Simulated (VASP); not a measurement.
Write the native input for VASP 6.6.1 that does the following.

| Item | Value |
| --- | --- |
| Task | electric field gradients |
| Functional | PBE |
| Potentials or basis | VASP PAW PBE potentials, release 64 (Na_pv, F) |
| Cutoff | 520 eV |
| k mesh | 11 × 11 × 11 |
| Occupations | fermi-dirac, width 0.03 eV |
| Spin | no spin polarisation |
| Dipole correction | no |
| Further INCAR settings | ALGO = Normal; EDIFF = 1e-08; NBANDS = 14 |

The structure of NaF lies in POSCAR:

```
NaF
1.0
    0.0000000000      2.1653550940      2.1653550940
    2.1653550940      0.0000000000      2.1653550940
    2.1653550940      2.1653550940      0.0000000000
Na F
1 1
Direct
    0.0000000000      0.0000000000      0.0000000000
    0.5000000000      0.5000000000      0.5000000000
```

This cell differs from its parent crystal: volume scaled by 0.85.

One way to write it, as run:

INCAR

```
SYSTEM = NaF
ALGO     = Normal         ! electronic algorithm
EDIFF    = 1E-8           ! SCF threshold, eV
ENCUT    = 520            ! plane-wave cutoff, eV
GGA      = PE             ! functional
ISIF     = 2              ! what is computed and relaxed
ISMEAR   = -1             ! smearing method
LASPH    = .True.         ! aspherical terms in the spheres
LCHARG   = .False.        ! write CHGCAR
LEFG     = .True.       
LREAL    = .False.        ! projectors in reciprocal space
LWAVE    = .False.        ! write WAVECAR
NBANDS   = 14             ! bands
NELM     = 80             ! most SCF steps
PREC     = Accurate       ! precision mode
SIGMA    = 0.03           ! smearing width, eV
```

KPOINTS

```
k-points
0
Gamma
  11 11 11
  0 0 0
```

Potentials or basis: VASP PAW PBE potentials, release 64 (Na_pv, F).

The run is started by

```console
$ cat potpaw_PBE.64/Na_pv/POTCAR potpaw_PBE.64/F/POTCAR > POTCAR
$ mpirun -np 1 vasp_std > vasp.out
```

It gave:

The pressure is 19.6 GPa and the band gap on the k mesh is 7.55 eV, direct.

Caveat: without QUAD_EFG the Cq values of the log hold for a quadrupole moment of 1 mb, not for the nuclei.

Wall time 28 s on 1 thread of AMD EPYC 7R13 Processor (Zen 3) (shared host), peak memory 0.1 GiB.
